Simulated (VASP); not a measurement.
# ZnSe (v.bA) (F-43m) in VASP: single point with PBE

Aim: the single point of ZnSe (v.bA) with PBE.

Program: VASP 6.6.1. These are calculated values, not measurements. Logs are shortened: lines on timing, memory, paths and dates and some standing lists are left out, and cuts for length are marked.

## Step 1: The cell of the first run

The structure is cubic, space group F-43m (No. 216). The conventional cell has a = 5.733 Å, b = 5.733 Å, c = 5.733 Å, α = 90.00°, β = 90.00°, γ = 90.00°. Within 3.3 Å of Zn (site symmetry -43m) lie 4 Se at 2.48 Å. Within 3.3 Å of Se (site symmetry -43m) lie 4 Zn at 2.48 Å.

## Step 2: Single point, PBE

Contents of INCAR:

```
SYSTEM = ZnSe
ALGO     = Normal         ! electronic algorithm
EDIFF    = 1E-6           ! SCF threshold, eV
ENCUT    = 500            ! plane-wave cutoff, eV
GGA      = PE             ! functional
GGA_COMPAT= .False.      
ISIF     = 2              ! what is computed and relaxed
ISMEAR   = 0              ! smearing method
LASPH    = .True.         ! aspherical terms in the spheres
LCHARG   = .True.         ! write CHGCAR
LELF     = .True.         ! ELF
LREAL    = .False.        ! projectors in reciprocal space
LVHAR    = .True.       
LWAVE    = .False.        ! write WAVECAR
NBANDS   = 16             ! bands
NELM     = 120            ! most SCF steps
PREC     = Accurate       ! precision mode
SIGMA    = 0.02           ! smearing width, eV
```

Contents of KPOINTS:

```
k-points
0
Gamma
  8 8 8
  0 0 0
```

Contents of POSCAR:

```
ZnSe
1.0
    0.0000000000      2.8664716563      2.8664716563
    2.8664716563      0.0000000000      2.8664716563
    2.8664716563      2.8664716563      0.0000000000
Zn Se
1 1
Direct
    0.0000000000      0.0000000000      0.0000000000
    0.2500000000      0.2500000000      0.2500000000
```

Potentials or basis: VASP PAW PBE potentials, release 64 (Zn, Se).

Command:

```
cat potpaw_PBE.64/Zn/POTCAR potpaw_PBE.64/Se/POTCAR > POTCAR
mpirun -np 1 vasp_std > vasp.out
```

OUTCAR:

```text
SYSTEM = ZnSe
   EDIFF = 1E-6
   ENCUT = 500
   GGA = PE
   ISIF = 2
   ISMEAR = 0
   LASPH = .True.
   LREAL = .False.
   NELM = 120
   PREC = Accurate

 ion  position               nearest neighbor table
   1  0.000  0.000  0.000-   2 2.48   2 2.48   2 2.48   2 2.48
   2  0.250  0.250  0.250-   1 2.48   1 2.48   1 2.48   1 2.48

  LATTYP: Found a face centered cubic cell.
 ALAT       =     5.7329433126

  Lattice vectors:

 A1 = (   0.0000000000,   2.8664716563,   2.8664716563)
 A2 = (   2.8664716563,   0.0000000000,   2.8664716563)
 A3 = (   2.8664716563,   2.8664716563,   0.0000000000)

Analysis of symmetry for initial positions (statically):
=====================================================================
 Subroutine PRICEL returns:
 Original cell was already a primitive cell.

 Routine SETGRP: Setting up the symmetry group for a
 face centered cubic supercell.

 Subroutine GETGRP returns: Found 24 space group operations
 (whereof 24 operations were pure point group operations)
 out of a pool of 48 trial point group operations.

The static configuration has the point symmetry T_d .

Analysis of symmetry for dynamics (positions and initial velocities):
=====================================================================
 Subroutine PRICEL returns:
 Original cell was already a primitive cell.

 Routine SETGRP: Setting up the symmetry group for a
 face centered cubic supercell.

 Subroutine GETGRP returns: Found 24 space group operations
 (whereof 24 operations were pure point group operations)
 out of a pool of 48 trial point group operations.

The dynamic configuration has the point symmetry T_d .

 Subroutine INISYM returns: Found 24 space group operations
 (whereof 24 operations are pure point group operations),
 and found     1 'primitive' translations

----------------------------------------------------------------------------------------

                                     Primitive cell

  volume of cell :      47.1056

  direct lattice vectors                    reciprocal lattice vectors
     0.000000000  2.866471656  2.866471656    -0.174430471  0.174430471  0.174430471
     2.866471656  0.000000000  2.866471656     0.174430471 -0.174430471  0.174430471
     2.866471656  2.866471656  0.000000000     0.174430471  0.174430471 -0.174430471

  length of vectors
     4.053803092  4.053803092  4.053803092     0.302122437  0.302122437  0.302122437

[... 73 lines left out ...]
   ICHARG =      2    charge: 1-file 2-atom 10-const
   ISPIN  =      1    spin polarized calculation?
   LNONCOLLINEAR =      F non collinear calculations
   LSORBIT =      F    spin-orbit coupling
   LASPH  =      T    aspherical Exc in radial PAW
   ENCUT  =  500.0 eV  36.75 Ry    6.06 a.u.   7.39  7.39  7.39*2*pi/ulx,y,z
   NELM   =    120;   NELMIN=  2; NELMDL= -5     # of ELM steps
   EDIFF  = 0.1E-05   stopping-criterion for ELM
   LREAL  =      F    real-space projection
   EDIFFG = 0.1E-04   stopping-criterion for IOM
   NSW    =      0    number of steps for IOM
   IBRION =     -1    ionic relax: 0-MD 1-quasi-New 2-CG
   NFREE  =      0    steps in history (QN), initial steepest desc. (CG)
   ISIF   =      2    stress and relaxation
   ISYM   =      2    0-nonsym 1-usesym 2-fastsym
   POTIM  = 0.5000    time-step for ionic-motion
   TEBEG  =    0.0;   TEEND  =   0.0 temperature during run
   PSTRESS=    0.0 pullay stress
   NELECT =      18.0000    total number of electrons
   NUPDOWN=      -1.0000    fix difference up-down
   EMIN   =  10.00;   EMAX   =-10.00  energy-range for DOS
   EFERMI =   0.00;   METHOD = LEGACY
   ISMEAR =     0;   SIGMA  =   0.02  broadening in eV -4-tet -1-fermi 0-gaus
   EFERMI_NEDOS =   21; number of points for ismear=-14 and -15
   IALGO  =     38    algorithm
   IMIX   =      4    mixing-type and parameters
     AMIX     =   0.40;   BMIX     =  1.00
     AMIX_MAG =   1.60;   BMIX_MAG =  1.00
  volume/ion in A,a.u.               =      23.55       158.94
  Fermi-wavevector in a.u.,A,eV,Ry     =   1.187977  2.244951 19.201756  1.411289
  Thomas-Fermi vector in A             =   2.324117
   LORBIT       =      0    0 simple, 1 ext, 2 COOP (PROOUT), +10 PAW based schemes
   GGA     = PE    functional components
   LHFCALC =     F    Hartree Fock is set to
   AEXX    =    0.0000 exact exchange contribution
   IVDW    =     0    specifies the selected vdW correction
   LEPSILON=     F    determine dielectric tensor
   LRPA    =     F    only Hartree local field effects (RPA)
 non-spin polarized calculation
 Gauss-broadening in eV      SIGMA  =   0.02
  energy-cutoff  :      500.00
  volume of cell :       47.11
 maximum number of plane-waves:      1243
 NGX is ok and might be reduce to    30
   NGX = 15   NGY = 15   NGZ = 15

 number of electron      18.0000017 magnetization

 Free energy of the ion-electron system (eV)
  ---------------------------------------------------
  ext. energy  EPLUGINS =         0.00000000
  ---------------------------------------------------
  free energy    TOTEN  =        -6.03233423 eV

  energy without entropy =       -6.03233423  energy(sigma->0) =       -6.03233423

 E-fermi :   1.4100     XC(G=0):  -9.1655

 val. band max:        1.3243261290   @ k =   0.0000   0.0000   0.0000
 cond. band min:       2.4776102552   @ k =   0.0000   0.0000   0.0000
 fundamental gap:      1.1532841263
 Fermi energy:         1.4099842660

 k-point     1 :       0.0000    0.0000    0.0000
  band No.  band energies     occupation
      1     -11.7202      2.00000
      2      -5.1026      2.00000
      3      -5.1026      2.00000
      4      -5.1026      2.00000
      5      -4.7633      2.00000
      6      -4.7633      2.00000
[... 433 lines left out ...]
      3      -4.9723      2.00000
      4      -4.7902      2.00000
      5      -4.7563      2.00000
      6      -4.5698      2.00000
[... 8 lines left out ...]
     15      13.9454      0.00000
     16      14.7362      0.00000

 [... further k-points ...]
[... 5 lines left out ...]
  --------------------------------------------------------------------------------------
  -------------------------------------------------------------------------------------
  Total        0.0593168      0.0593168      0.0593168      0.0000000     -0.0000000     -0.0000000
  in kB        2.0175087      2.0175087      2.0175087      0.0000000     -0.0000000     -0.0000000
  external PRESSURE =       2.0175087 kB  Pullay stress =       0.0000000 kB

 VOLUME and BASIS-vectors are now :
 -----------------------------------------------------------------------------
  energy-cutoff  :      500.00
  volume of cell :       47.11
      direct lattice vectors                 reciprocal lattice vectors
     0.000000000  2.866471656  2.866471656    -0.174430471  0.174430471  0.174430471
     2.866471656  0.000000000  2.866471656     0.174430471 -0.174430471  0.174430471
     2.866471656  2.866471656  0.000000000     0.174430471  0.174430471 -0.174430471

 POSITION                                       TOTAL-FORCE (eV/Angst)
 -----------------------------------------------------------------------------------
      0.00000      0.00000      0.00000         0.000000      0.000000      0.000000
      1.43324      1.43324      1.43324        -0.000000     -0.000000     -0.000000
 -----------------------------------------------------------------------------------
    total drift:                               -0.000000     -0.000000     -0.000001

  FREE ENERGIE OF THE ION-ELECTRON SYSTEM (eV)
  ---------------------------------------------------
  free  energy   TOTEN  =        -6.0323342317 eV

  energy  without entropy=       -6.0323342317  energy(sigma->0) =       -6.03233423
```

OSZICAR:

```text
N       E                     dE             d eps       ncg     rms          rms(c)
DAV:   1     0.867951621744E+02    0.86795E+02   -0.86574E+03   928   0.124E+03
DAV:   2    -0.798092641710E+00   -0.87593E+02   -0.82488E+02  1032   0.247E+02
DAV:   3    -0.627948033809E+01   -0.54814E+01   -0.54625E+01  1176   0.618E+01
DAV:   4    -0.632189640435E+01   -0.42416E-01   -0.42412E-01  1144   0.565E+00
DAV:   5    -0.632210091924E+01   -0.20451E-03   -0.20451E-03  1136   0.357E-01    0.447E+00
DAV:   6    -0.605040635217E+01    0.27169E+00   -0.53338E-01  1392   0.231E+01    0.343E+00
DAV:   7    -0.603212186201E+01    0.18284E-01   -0.14834E-01  1064   0.339E+00    0.147E+00
DAV:   8    -0.603196876031E+01    0.15310E-03   -0.42225E-03  1240   0.614E-01    0.434E-01
DAV:   9    -0.603222966977E+01   -0.26091E-03   -0.10553E-03  1064   0.244E-01    0.672E-02
DAV:  10    -0.603233129698E+01   -0.10163E-03   -0.15549E-04  1224   0.945E-02    0.173E-02
DAV:  11    -0.603233289842E+01   -0.16014E-05   -0.28733E-05  1024   0.445E-02    0.488E-03
DAV:  12    -0.603233413870E+01   -0.12403E-05   -0.38512E-06  1240   0.129E-02    0.319E-03
DAV:  13    -0.603233423174E+01   -0.93038E-07   -0.58440E-07   880   0.585E-03
   1 F= -.60323342E+01 E0= -.60323342E+01  d E =-.714343E-12
```

Wall time 45 s (1 thread of Intel Xeon 8259CL, shared host); peak memory 0.18 GiB.

What came out:

| Item | Value |
| --- | --- |
| Free energy | -6.0323 eV |
| Pressure | 0.2 GPa |
| Band gap on the k mesh | 1.15 eV, direct |

Levels at points of the mesh, in eV from the valence-band top:
```csv
k point,band 6,band 7,band 8,band 9,band 10,band 11,band 12,band 13
"(0.00, 0.00, 0.00)",-6.09,0.00,0.00,0.00,1.15,5.81,5.81,5.81
"(0.50, 0.00, 0.00)",-5.94,-5.01,-0.82,-0.82,2.48,6.38,6.38,8.48
"(0.50, 0.50, 0.00)",-5.92,-4.60,-2.06,-2.06,3.06,3.46,10.49,11.01
```

A hybrid or GW would open this gap; PBE tends to underestimate it.
